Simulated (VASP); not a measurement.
A run of VASP 6.6.1 is set up as follows.

File INCAR:

```
SYSTEM = Rb
ALGO = Fast ; EDIFF = 1E-6
ENCUT = 520 ; GGA = PS
ISIF = 2 ; ISMEAR = 0
LASPH = .True. ; LCHARG = .False.
LREAL = .False. ; LWAVE = .False.
NBANDS = 10 ; NELM = 80
PREC = Accurate ; SIGMA = 0.15
```

KPOINTS

```
k-points
0
Gamma
  12 12 12
  0 0 0
```

File POSCAR:

```
Rb
1.0
   -2.8480900000      2.8060000000      2.8060000000
    2.8480900000     -2.8060000000      2.8060000000
    2.8480900000      2.8060000000     -2.8060000000
Rb
1
Direct
    0.0000000000      0.0000000000      0.0000000000
```

Potentials or basis: VASP PAW PBE potentials, release 64 (Rb_sv).

The run is started by

```console
$ cat potpaw_PBE.64/Rb_sv/POTCAR > POTCAR
$ mpirun -np 1 vasp_std > vasp.out
```

What does it give for the pressure?

-0.1 GPa.

Caveat: the cell differs from its parent crystal (strain +0.0150 x Voigt [1, 0, 0, 0, 0, 0]); the PAW data sets were made with another functional, which shifts forces and pressure a little.
